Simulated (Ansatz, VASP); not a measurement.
CdTe in VASP and in Ansatz

```xyz
2
Lattice="0.0000 3.2472 3.2472 3.2472 0.0000 3.2472 3.2472 3.2472 0.0000" Properties=species:S:1:pos:R:3 pbc="T T T"
Cd    0.0000    0.0000    0.0000
Te    1.6236    1.6236    1.6236
```

Alike in both runs: task single point; functional PBE; k mesh 5 × 5 × 5; no spin polarisation.

|  | VASP | Ansatz |
| --- | --- | --- |
| version | VASP 6.6.1 | Ansatz 0.2.0 |
| potentials or method | VASP PAW PBE potentials, release 64 (Cd, Te) | plane waves, norm-conserving potentials |
| plane-wave cutoff (eV) | 500 | 1120 |
| occupations | gaussian, width 0.01 eV | fixed |
| valence electrons in the cell | 18 | 36 |

|  | VASP | Ansatz | Ansatz less VASP |
| --- | --- | --- | --- |
| pressure (GPa) | 2.5 | 2.4 | -0.11 |

VASP's potentials hold 18 valence electrons a cell and Ansatz's 36, so a difference there can come from the potentials and not from the codes.

Neither program's run includes spin-orbit coupling.
